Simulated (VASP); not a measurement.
Wanted: the native input for a VASP 6.6.1 run.

* Task: single point
* Functional: RPBE
* Potentials or basis: VASP PAW PBE potentials, release 64 (Hf_pv, O)
* Cutoff: 600 eV
* k mesh: 7 × 7 × 7
* Occupations: gaussian, width 0.01 eV
* Spin: no spin polarisation
* Dipole correction: no
* Further INCAR settings: ALGO = Normal; EDIFF = 1e-06; NBANDS = 18

The structure of HfO2 lies in POSCAR:

```
HfO2
1.0
    0.0000000000      2.5664693422      2.5664693422
    2.5664693422      0.0000000000      2.5664693422
    2.5664693422      2.5664693422      0.0000000000
Hf O
1 2
Direct
    0.0000000000      0.0000000000      0.0000000000
    0.2500000000      0.2500000000      0.2500000000
    0.7500000000      0.7500000000      0.7500000000
```

These files were run (other wordings do the same):

INCAR

```
SYSTEM = HfO2
PREC = Accurate
ENCUT = 600
EDIFF = 1E-6
ISMEAR = 0
SIGMA = 0.01
LREAL = .False.
LASPH = .True.
NELM = 120
ALGO = Normal
ISIF = 2
LWAVE = .False.
LCHARG = .False.
GGA = RP
NBANDS = 18
GGA_COMPAT = .False.
```

KPOINTS

```
Automatic mesh
0
Gamma
  7 7 7
  0 0 0
```

Potentials or basis: VASP PAW PBE potentials, release 64 (Hf_pv, O).

Command:

```console
$ cat potpaw_PBE.64/Hf_pv/POTCAR potpaw_PBE.64/O/POTCAR > POTCAR
$ mpirun -np 1 vasp_std > vasp.out
```

Results of the run:

| Property | Result |
| --- | --- |
| Pressure | -3.8 GPa |
| Band gap on the k mesh | 3.95 eV (least direct gap 4.14 eV) |

Caveat: the cell stands under tension; the PAW data sets were made with another functional, which shifts forces and pressure a little; spin-orbit coupling is left out, which moves the levels of the heavy elements; an odd mesh through Γ misses points on the zone boundary, where band edges can lie.

Run time: 28 s on 1 thread of Intel Xeon 8259CL, on a shared host, peak memory 0.18 GiB.
